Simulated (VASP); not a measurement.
I:

```
CELL_PARAMETERS angstrom
2.44303 1.41049 4.53031
-2.44303 1.41049 4.53031
0.00000 -2.82097 4.53031
ATOMIC_POSITIONS crystal
I 0.22754 0.22754 0.22754
I 0.77246 0.77246 0.77246
```

- Program: VASP 6.6.1
- Task: relaxation of cell and atoms
- Functional: r2SCAN
- Potentials or basis: VASP PAW PBE potentials, release 64 (I)
- Cutoff: 600 eV
- k mesh: 6 × 6 × 6
- Occupations: gaussian, width 0.1 eV
- Spin: no spin polarisation

At the start: pressure -0.1 GPa; volume 46.83 Å³/atom.

Problem. Where does the relaxation end?

Solution. Over 14 steps the energy falls by 234.2 meV/atom and the volume is 37.50 Å³/atom (-19.9 %); space group R-3m (No. 166, to 0.1 Å) before and after.

The path:
```
step  energy change (eV)  largest force (eV/Å)  pressure (GPa)  volume (Å³)
   1              0.0000                0.8174           -0.05        93.67
   2             -0.1089                0.7351           -0.66        93.40
   3             -0.3226                0.3589           -1.73        91.87
   4             -0.3893                0.0574           -2.12        85.13
   5             -0.4304                0.2263            1.15        72.12
   6             -0.4478                0.1447           -0.27        76.18
   7             -0.4531                0.1310           -0.17        75.91
   8             -0.4632                0.0814            0.19        75.08
   9             -0.4452                0.1133            1.32        73.39
  10             -0.4645                0.0539            0.35        74.80
  11             -0.4671                0.0184           -0.03        75.75
  12             -0.4672                0.0113           -0.10        75.94
  13             -0.4676                0.0050           -0.07        75.70
  14             -0.4684                0.0144            0.06        75.00
```

Final structure:
```yaml
crystal:
  lattice:
    - [2.69263, 1.55459, 2.98604]
    - [-2.69263, 1.55459, 2.98604]
    - [0.00000, -3.10918, 2.98604]
  atoms:
    - { symbol: I, position: [0.24900, 0.24900, 0.24900] }
    - { symbol: I, position: [0.75100, 0.75100, 0.75100] }
```

Caveat: the volume moved by over 15 % at a fixed basis, so the end points are rough; the PAW data sets were made with another functional, which shifts forces and pressure a little.
